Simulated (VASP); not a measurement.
# Mn (Pm-3m) in VASP: notebook, part 2 of 2

VASP 6.6.1. Earlier steps stand in the parts before.

### 4 Single point, revPBE, collinear spin, antiferromagnetic start (14.04 Å³/atom)

This run uses another cell than the first one, of 14.04 Å³/atom.

Contents of INCAR:

```
SYSTEM = Mn
  ALGO = Normal
  EDIFF = 1E-6
  ENCUT = 520
  GGA = RE
  ISIF = 2
  ISMEAR = -1
  ISPIN = 2
  LASPH = .True.
  LCHARG = .False.
  LMAXMIX = 4
  LORBIT = 11
  LREAL = .False.
  LWAVE = .False.
  MAGMOM = 2.479 -2.479
  NBANDS = 24
  NELM = 150
  PREC = Accurate
  SIGMA = 0.05
```

Contents of KPOINTS:

```
k-points
0
Gamma
  13 13 13
  0 0 0
```

Contents of POSCAR:

```
Mn
1.0
    0.0000000000      2.4122383396      2.4122383396
    2.4122383396      0.0000000000      2.4122383396
    2.4122383396      2.4122383396      0.0000000000
Mn
2
Direct
    0.0000000000      0.0000000000      0.0000000000
    0.5000000000      0.5000000000      0.5000000000
```

Potentials or basis: VASP PAW PBE potentials, release 64 (Mn_pv).

Run with:

```
cat potpaw_PBE.64/Mn_pv/POTCAR > POTCAR
mpirun -np 1 vasp_std > vasp.out
```

OUTCAR:

```text
SYSTEM = Mn
   EDIFF = 1E-6
   ENCUT = 520
   GGA = RE
   ISIF = 2
   ISMEAR = -1
   ISPIN = 2
   LASPH = .True.
   LORBIT = 11
   LREAL = .False.
   NELM = 150
   PREC = Accurate

 ion  position               nearest neighbor table
   1  0.000  0.000  0.000-   2 2.41   2 2.41   2 2.41   2 2.41   2 2.41   2 2.41
   2  0.500  0.500  0.500-   1 2.41   1 2.41   1 2.41   1 2.41   1 2.41   1 2.41

  LATTYP: Found a face centered cubic cell.
 ALAT       =     4.8244766792

  Lattice vectors:

 A1 = (   0.0000000000,   2.4122383396,   2.4122383396)
 A2 = (   2.4122383396,   0.0000000000,   2.4122383396)
 A3 = (   2.4122383396,   2.4122383396,   0.0000000000)

Analysis of symmetry for initial positions (statically):
=====================================================================
 Subroutine PRICEL returns following result:

  LATTYP: Found a simple cubic cell.
 ALAT       =     2.4122383396
[... 12 lines left out ...]
 Subroutine GETGRP returns: Found 48 space group operations
 (whereof 48 operations were pure point group operations)
 out of a pool of 48 trial point group operations.

The static configuration has the point symmetry O_h .

Analysis of symmetry for dynamics (positions and initial velocities):
=====================================================================
 Subroutine PRICEL returns following result:

  LATTYP: Found a simple cubic cell.
 ALAT       =     2.4122383396
[... 12 lines left out ...]
 Subroutine GETGRP returns: Found 48 space group operations
 (whereof 48 operations were pure point group operations)
 out of a pool of 48 trial point group operations.

The dynamic configuration has the point symmetry O_h .

Analysis of structural, dynamic, and magnetic symmetry:
=====================================================================
 Subroutine PRICEL returns following result:

  LATTYP: Found a simple cubic cell.
 ALAT       =     2.4122383396
[... 12 lines left out ...]
 Subroutine GETGRP returns: Found 48 space group operations
 (whereof 48 operations were pure point group operations)
[... 137 lines left out ...]

 number of electron      26.0000022 magnetization      -0.0000000

 number of electron      26.0000022 magnetization       0.0000000

 Free energy of the ion-electron system (eV)
  ---------------------------------------------------
  ext. energy  EPLUGINS =         0.00000000
  ---------------------------------------------------
  free energy    TOTEN  =       -15.92308280 eV

  energy without entropy =      -15.90942306  energy(sigma->0) =      -15.91625293

 E-fermi :   7.9817     XC(G=0): -12.2123

 val. band max:        7.9494734030   @ k =   0.3846   0.1538   0.0769
 cond. band min:       7.9963916586   @ k =  -0.1538   0.2308   0.0769
 fundamental gap:      0.0469182556
 Fermi energy:         7.9816503514

 spin component 1

 k-point     1 :       0.0000    0.0000    0.0000
  band No.  band energies     occupation
      1     -41.5426      1.00000
      2     -41.5426      1.00000
      3     -41.5426      1.00000
      4     -38.7719      1.00000
      5     -38.7719      1.00000
      6     -38.7719      1.00000
[... 637 lines left out ...]
     23      24.7324      0.00000
     24      25.2774      0.00000

 [... further k-points ...]

 spin component 2

 k-point     1 :       0.0000    0.0000    0.0000
  band No.  band energies     occupation
      1     -41.5426      1.00000
      2     -41.5426      1.00000
      3     -41.5426      1.00000
      4     -38.7719      1.00000
      5     -38.7719      1.00000
      6     -38.7719      1.00000
[... 637 lines left out ...]
     23      24.7324      0.00000
     24      25.2774      0.00000

 [... further k-points ...]
[... 5 lines left out ...]
  --------------------------------------------------------------------------------------
  -------------------------------------------------------------------------------------
  Total        0.0493489      0.0493489      0.0493489     -0.0000000     -0.0000000      0.0000000
  in kB        2.8164220      2.8164220      2.8164220     -0.0000000     -0.0000000      0.0000000
  external PRESSURE =       2.8164220 kB  Pullay stress =       0.0000000 kB

 VOLUME and BASIS-vectors are now :
 -----------------------------------------------------------------------------
  energy-cutoff  :      520.00
  volume of cell :       28.07
      direct lattice vectors                 reciprocal lattice vectors
     0.000000000  2.412238340  2.412238340    -0.207276367  0.207276367  0.207276367
     2.412238340  0.000000000  2.412238340     0.207276367 -0.207276367  0.207276367
     2.412238340  2.412238340  0.000000000     0.207276367  0.207276367 -0.207276367

 POSITION                                       TOTAL-FORCE (eV/Angst)
 -----------------------------------------------------------------------------------
      0.00000      0.00000      0.00000        -0.000000     -0.000000     -0.000000
      2.41224      2.41224      2.41224         0.000000      0.000000      0.000000
 -----------------------------------------------------------------------------------
    total drift:                                0.000000      0.000000      0.000000

  FREE ENERGIE OF THE ION-ELECTRON SYSTEM (eV)
  ---------------------------------------------------
  free  energy   TOTEN  =       -15.9230827966 eV

  energy  without entropy=      -15.9094230625  energy(sigma->0) =      -15.91625293

 total charge

# of ion       s       p       d       tot
------------------------------------------
    1        0.400   6.254   5.091  11.746
    2        0.400   6.254   5.091  11.746
--------------------------------------------------
tot          0.801  12.508  10.182  23.492

 magnetization (x)

# of ion       s       p       d       tot
------------------------------------------
    1        0.046   0.020   2.535   2.601
    2       -0.046  -0.020  -2.535  -2.601
--------------------------------------------------
tot          0.000   0.000   0.000   0.000
```

OSZICAR:

```text
N       E                     dE             d eps       ncg     rms          rms(c)
DAV:   1     0.262201919512E+03    0.26220E+03   -0.15043E+04  8184   0.142E+03
DAV:   2    -0.714734141763E+01   -0.26935E+03   -0.25792E+03  8256   0.396E+02
DAV:   3    -0.175305546553E+02   -0.10383E+02   -0.10334E+02  9104   0.901E+01
DAV:   4    -0.176418022126E+02   -0.11125E+00   -0.11124E+00  9032   0.903E+00
DAV:   5    -0.176440858206E+02   -0.22836E-02   -0.22836E-02  9472   0.131E+00    0.136E+01
DAV:   6    -0.159182494383E+02    0.17258E+01   -0.79910E+00  8504   0.350E+01    0.801E+00
DAV:   7    -0.159007772320E+02    0.17472E-01   -0.58622E-01  8368   0.948E+00    0.317E+00
DAV:   8    -0.159209941436E+02   -0.20217E-01   -0.46400E-02  9520   0.148E+00    0.129E+00
DAV:   9    -0.159222527207E+02   -0.12586E-02   -0.45550E-02  9464   0.116E+00    0.335E-01
DAV:  10    -0.159228342523E+02   -0.58153E-03   -0.26057E-03  8840   0.424E-01    0.196E-01
DAV:  11    -0.159230675853E+02   -0.23333E-03   -0.13585E-03  9608   0.269E-01    0.687E-02
DAV:  12    -0.159230834418E+02   -0.15856E-04   -0.50924E-05  8704   0.679E-02    0.236E-02
DAV:  13    -0.159230827966E+02    0.64524E-06   -0.51572E-06  9208   0.163E-02
   1 F= -.15923083E+02 E0= -.15916253E+02  d E =-.136597E-01  mag=    -0.0000
```

stdout:

```text
POSCAR found type information on POSCAR Mn
 POSCAR found :  1 types and       2 ions
 scaLAPACK will be used
 -----------------------------------------------------------------------------
|                                                                             |
|                                                                             |
|     You enforced a specific xc type in the INCAR file but a different       |
|     I HOPE YOU KNOW WHAT YOU ARE DOING!                                     |
|                                                                             |
 -----------------------------------------------------------------------------

 LDA part: xc-table for (Slater+PW92), standard interpolation
 POSCAR, INCAR and KPOINTS ok, starting setup
 FFT: planning ... GRIDC
 FFT: planning ... GRID_SOFT
 FFT: planning ... GRID
 WAVECAR not read
 entering main loop
```

It took 58 s on 1 thread of Intel Xeon 6975P-C (Granite Rapids), shared host; peak memory 0.22 GiB.

What came out:

```
Free energy                                           : -15.9231 eV
Pressure                                              : 0.3 GPa
Band gap on the k mesh                                : zero (filled and empty bands overlap)
Net moment                                            : 0.00 μB per cell
Site moments                                          : Mn +2.60, -2.60 μB
Valence electrons inside the program's atomic spheres : Mn 11.75
```

Levels at points of the mesh, in eV from the Fermi level:
Spin up:
```tsv
k point	band 11	band 12	band 13	band 14	band 15	band 16
(0.00, 0.00, 0.00)	-3.27	-3.27	1.56	1.56	1.56	2.32
```
Spin down:
| k point | band 9 | band 10 | band 11 | band 12 | band 13 | band 14 | band 15 | band 16 | band 17 | band 18 |
| --- | --- | --- | --- | --- | --- | --- | --- | --- | --- | --- |
| (0.00, 0.00, 0.00) | -3.40 | -3.27 | -3.27 | -3.27 | 1.56 | 1.56 | 1.56 | 2.32 | 2.32 | 11.16 |

Caveat: the antiferromagnetic order is the one typed at the start, and another may lie lower; the PAW data sets were made with another functional, which shifts forces and pressure a little.

### 5 Overview

```csv
cell,gap on the mesh (eV),pressure (GPa),moment (μB)
"a = 3.318 Å, angles 60.0°, 2 atoms",none,8.6,0.00
"a = 3.365 Å, angles 60.0°, 2 atoms",none,3.8,0.00
"a = 3.411 Å, angles 60.0°, 2 atoms",none,0.3,0.00
```

Alike in all rows: task single point; level revPBE; potentials or basis VASP PAW PBE potentials, release 64 (Mn_pv); spin collinear, antiferromagnetic start; k mesh 13 × 13 × 13; cutoff (eV) 520; smearing fermi-dirac 0.05 eV.

Caveats: the antiferromagnetic order is the one typed at the start, and another may lie lower; the PAW data sets were made with another functional, which shifts forces and pressure a little; the cell stands under pressure (at least some runs).

Absolute energies hang on the potentials; compare differences alone.

The gap in the log of VASP goes by the Fermi energy; the results here count the filled bands.